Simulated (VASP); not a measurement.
Be2N: single point with PBE

Crystal: Be2N.

```xyz
3
Lattice="1.7155 0.9904 2.1935 -1.7155 0.9904 2.1935 0.0000 -1.9808 2.1935" Properties=species:S:1:pos:R:3 pbc="T T T"
Be    0.0000    0.0000    4.9568
Be    0.0000    0.0000    1.6237
N     0.0000    0.0000    3.2902
```

| Property | Result |
| --- | --- |
| Program | VASP 6.6.1 |
| Task | single point |
| Functional | PBE |
| Potentials or basis | VASP PAW PBE potentials, release 64 (Be, N) |
| Cutoff | 520 eV |
| k mesh | 18 × 18 × 18 |
| Occupations | gaussian, width 0.1 eV |
| Spin | no spin polarisation |
| Dipole correction | no |
| Further INCAR settings | ALGO = Normal; EDIFF = 1e-07; NBANDS = 12 |

```yaml
Pressure: 0.2 GPa
Largest_force: 0.018 eV/Å
```

Forces in eV/Å, atoms in the order of the input:
```
Be   0.000  0.000  0.018
Be   0.000  0.000 -0.018
N    0.000  0.000  0.000
```

Stress tensor (GPa, compression positive):
```
0.06 0.00 0.00
0.00 0.06 0.00
0.00 0.00 0.41
```

Levels at points of the mesh, in eV from the Fermi level:
```tsv
k point	band 1	band 2	band 3	band 4	band 5	band 6	band 7	band 8	band 9	band 10
(0.00, 0.00, 0.00)	-19.38	-4.93	-4.61	-4.61	-2.59	0.75	0.75	7.63	10.63	10.97
(0.50, 0.00, 0.00)	-18.02	-10.99	-5.78	-4.98	0.76	3.00	3.62	6.38	6.97	12.13
(0.50, 0.50, 0.00)	-17.28	-9.56	-8.56	-6.43	-2.72	4.23	5.68	6.61	10.05	10.23
(0.50, 0.50, 0.50)	-16.93	-10.56	-6.65	-6.65	0.15	0.92	0.92	4.27	10.84	10.84
```

Run time: 42 s on 1 thread of Intel(R) Xeon(R) 6975P-C (Granite Rapids), with other jobs on the host, peak memory 0.25 GiB.
